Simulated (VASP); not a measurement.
Set up this calculation in VASP 6.6.1, as the native input.

```yaml
Task: single point
Functional: LDA
Potentials_or_basis: VASP PAW LDA potentials, release 64 (Sn_d)
Cutoff: 520 eV
k_mesh: 7 × 7 × 7
Occupations: fermi-dirac, width 0.05 eV
Spin: no spin polarisation
Dipole_correction: no
Further_INCAR_settings: ALGO = Normal; EDIFF = 1e-06; NBANDS = 21
```

The structure of Sn lies in POSCAR:

```
Sn
1.0
    0.0000000000      3.2333428000      3.2333428000
    3.2333428000      0.0000000000      3.2333428000
    3.2333428000      3.2333428000      0.0000000000
Sn
2
Direct
    0.7500000000      0.7500000000      0.7500000000
    0.5000000000      0.5000000000      0.5000000000
```

This isn't the form of Sn at room conditions, which is tetragonal (white tin).

These files were run (other wordings do the same):

INCAR

```
PREC = Accurate ; ENCUT = 520
EDIFF = 1E-6 ; ISMEAR = -1
SIGMA = 0.05 ; LREAL = F
LASPH = T ; NELM = 80
ALGO = Normal ; ISIF = 2
LWAVE = F ; LCHARG = F
GGA = CA ; NBANDS = 21
```

KPOINTS

```
regular mesh
0
Gamma
  7 7 7
```

Potentials or basis: VASP PAW LDA potentials, release 64 (Sn_d).

Launch:

```bash
$ cat potpaw_LDA.64/Sn_d/POTCAR > POTCAR
$ mpirun -np 1 vasp_std > vasp.out
```

It gave:

* Pressure: 0.2 GPa
* Band gap on the k mesh: zero (bands 14 and 15 overlap by 0.14 eV)

Caveat: spin-orbit coupling is left out, which moves the levels of the heavy elements.

Run time: 17 s on 1 thread of Intel Xeon 8259CL (shared host), peak memory 0.17 GiB.
